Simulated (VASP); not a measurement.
A run of VASP 6.6.1 is set up as follows.

File INCAR:

```
SYSTEM = VN2
  PREC = Accurate
  ENCUT = 520
  EDIFF = 1E-7
  ISMEAR = 0
  SIGMA = 0.1
  LREAL = .FALSE.
  LASPH = .TRUE.
  NELM = 80
  ALGO = Normal
  ISIF = 2
  LWAVE = .FALSE.
  LCHARG = .FALSE.
  NBANDS = 32
```

The input KPOINTS:

```
Automatic mesh
0
G
  12 12 12
  0 0 0
```

File POSCAR:

```
VN2
1.0
   -2.1142580568      2.1142580568      2.4346497626
    2.1142580568     -2.1142580568      2.4346497626
    2.1142580568      2.1142580568     -2.4346497626
V N
2 4
Direct
    0.2500000000      0.2500000000      0.0000000000
    0.7500000000      0.7500000000      0.0000000000
    0.1140706510      0.6140706510      0.7281413020
    0.6140706510      0.8859293490      0.5000000000
    0.8859293490      0.3859293490      0.2718586980
    0.3859293490      0.1140706510      0.5000000000
```

Potentials or basis: VASP PAW LDA potentials, release 64 (V_sv, N).

Run with:

```sh
$ cat potpaw_LDA.64/V_sv/POTCAR potpaw_LDA.64/N/POTCAR > POTCAR
$ mpirun -np 1 vasp_std > vasp.out
```

(1) Estimate the pressure.

(2) Predict the band gap on the k mesh.

(3) Estimate the largest force.

## Answers

(1) 1.8 GPa.

(2) zero (bands 23 and 24 overlap by 0.43 eV).

(3) 0.156 eV/Å.

Caveat: the run has no spin polarisation, though such a crystal can be magnetic.
